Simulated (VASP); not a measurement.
Wanted: the native input for a VASP 6.6.1 run.

```
Task                   : single point
Functional             : PBE
Potentials or basis    : VASP PAW PBE potentials, release 64 (Ga_d, P)
Cutoff                 : 520 eV
k mesh                 : 8 × 8 × 8
Occupations            : fermi-dirac, width 0.02 eV
Spin                   : no spin polarisation
Dipole correction      : no
Further INCAR settings : ALGO = Normal; EDIFF = 1e-06; NBANDS = 16
```

The structure of GaP lies in POSCAR:

```
GaP
1.0
    0.0000000000      2.7253992874      2.6163833159
    2.7253992874      0.0000000000      2.6163833159
    2.7253992874      2.7253992874      0.0000000000
Ga P
1 1
Direct
    0.0000000000      0.0000000000      0.0000000000
    0.2500000000      0.2500000000      0.2500000000
```

This cell differs from its parent crystal: uniaxial z strain -4.0%.

These files were run (other wordings do the same):

INCAR

```
PREC = Accurate
ENCUT = 520
EDIFF = 1E-6
ISMEAR = -1
SIGMA = 0.02
LREAL = F
LASPH = T
NELM = 100
ALGO = Normal
ISIF = 2
LWAVE = F
LCHARG = F
GGA = PE
NBANDS = 16
```

KPOINTS

```
regular mesh
0
Gamma
  8 8 8
```

Potentials or basis: VASP PAW PBE potentials, release 64 (Ga_d, P).

Launch:

```console
$ cat potpaw_PBE.64/Ga_d/POTCAR potpaw_PBE.64/P/POTCAR > POTCAR
$ mpirun -np 1 vasp_std > vasp.out
```

It gave:

The pressure is 6.3 GPa. The band gap on the k mesh is 1.18 eV, indirect (least direct gap 2.01 eV).

Caveat: the cell differs from its parent crystal (uniaxial z strain -4.0%).

It took 40 s on 1 thread of Intel(R) Xeon(R) Platinum 8488C (Sapphire Rapids) (shared host), peak memory 0.18 GiB.
